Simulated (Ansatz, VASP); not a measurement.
# Sb in VASP and in Ansatz

Contents of INCAR:

```
SYSTEM = Sb
  PREC = Accurate
  ENCUT = 500
  EDIFF = 1E-6
  ISMEAR = -1
  SIGMA = 0.05
  LREAL = .False.
  LASPH = .True.
  NELM = 120
  ALGO = Normal
  ISIF = 2
  LWAVE = .False.
  LCHARG = .False.
  GGA = PS
  NBANDS = 8
  GGA_COMPAT = .False.
```

Contents of KPOINTS:

```
Automatic mesh
0
Gamma
  13 13 13
  0 0 0
```

The input POSCAR:

```
Sb
1.0
    3.1600000000      0.0000000000      0.0000000000
    0.0000000000      3.1600000000      0.0000000000
    0.0000000000      0.0000000000      3.0652000000
Sb
1
Direct
    0.0000000000      0.0000000000      0.0000000000
```

Input for Ansatz:

```yaml
crystal:
  lattice:
    - [3.16, 0.0, 0.0]
    - [0.0, 3.16, 0.0]
    - [0.0, 0.0, 3.0652]
  atoms:
    - { symbol: Sb, position: [0.0, 0.0, 0.0] }
kpoints:
  mp_grid: { grid: [13, 13, 13] }
  band_path:
    path:
      - [0.0, 0.0, 0.0]
      - [0.0, 0.5, 0.0]
      - [0.5, 0.5, 0.0]
      - [0.0, 0.0, 0.0]
      - [0.0, 0.0, 0.5]
      - [0.0, 0.5, 0.5]
      - [0.5, 0.5, 0.5]
      - [0.0, 0.0, 0.5]
      - [0.0, 0.5, 0.0]
    npoints: 5
scf:
  occupations: { method: fermi_dirac, width: 0.05 }
hamiltonian:
  xc: pbesol
  pseudopotentials: { kind: all_electron, lapw: { basis_error: 0.001 } }
output:
  forces: true
  stress: true
  eigenvalues: true
```

Change from the starting cell: zz strain of -3 %.

Alike in both runs: task single point; functional PBEsol; k mesh 13 × 13 × 13; occupations fermi-dirac, width 0.05 eV; no spin polarisation.

|  | VASP | Ansatz |
| --- | --- | --- |
| version | VASP 6.6.1 | Ansatz 0.2.0 |
| potentials or method | VASP PAW PBE potentials, release 64 (Sb), cutoff 500 eV | all-electron LAPW, scalar-relativistic |

Ansatz gave:

```
pressure (GPa)                                                : -3.5
traceless stress, the component that is largest in VASP (GPa) : 3.04
```

Task: What did VASP give for the same quantities?

Result: Pressure (GPa): -3.4; traceless stress, the component that is largest in VASP (GPa): 3.07.

VASP's potentials were made for PBE, not for PBEsol. Ansatz ran all-electron here, and VASP with PAW potentials.

Neither program's run includes spin-orbit coupling.
